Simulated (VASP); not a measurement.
A run of VASP 6.6.1 is set up as follows.

The input INCAR:

```
ALGO     = Normal         # electronic algorithm
EDIFF    = 1E-6           # SCF threshold, eV
ENCUT    = 500            # plane-wave cutoff, eV
GGA      = PE             # functional
GGA_COMPAT= False        
ISIF     = 2              # what is computed and relaxed
ISMEAR   = 0              # smearing method
LASPH    = True           # aspherical terms in the spheres
LCHARG   = False          # write CHGCAR
LREAL    = False          # projectors in reciprocal space
LWAVE    = False          # write WAVECAR
NBANDS   = 32             # bands
NELM     = 120            # most SCF steps
PREC     = Accurate       # precision mode
SIGMA    = 0.2            # smearing width, eV
```

KPOINTS

```
k-points
0
Gamma
  3 3 3
```

The input POSCAR:

```
GaAs2
1.0
    5.4913947871      0.0000000000      0.0000000000
    0.0000000000      5.4913947871      0.0000000000
    0.0000000000      0.0000000000      5.4913947871
Ga As
2 4
Direct
    0.0000000000      0.0000000000      0.0000000000
    0.5000000000      0.5000000000      0.5000000000
    0.2500000000      0.2500000000      0.2500000000
    0.7500000000      0.7500000000      0.2500000000
    0.7500000000      0.2500000000      0.7500000000
    0.2500000000      0.7500000000      0.7500000000
```

Potentials or basis: VASP PAW PBE potentials, release 64 (Ga_d, As).

Launch:

```console
$ cat potpaw_PBE.64/Ga_d/POTCAR potpaw_PBE.64/As/POTCAR > POTCAR
$ mpirun -np 1 vasp_std > vasp.out
```

Problem. Estimate the band gap on the k mesh.

Solution. Zero (bands 23 and 24 overlap by 0.28 eV).

Problem. Estimate the pressure.

Solution. 0.5 GPa.

Caveat: the k points lie up to 0.38 Å⁻¹ apart; semilocal functionals underestimate gaps, and a narrow one can read as zero.
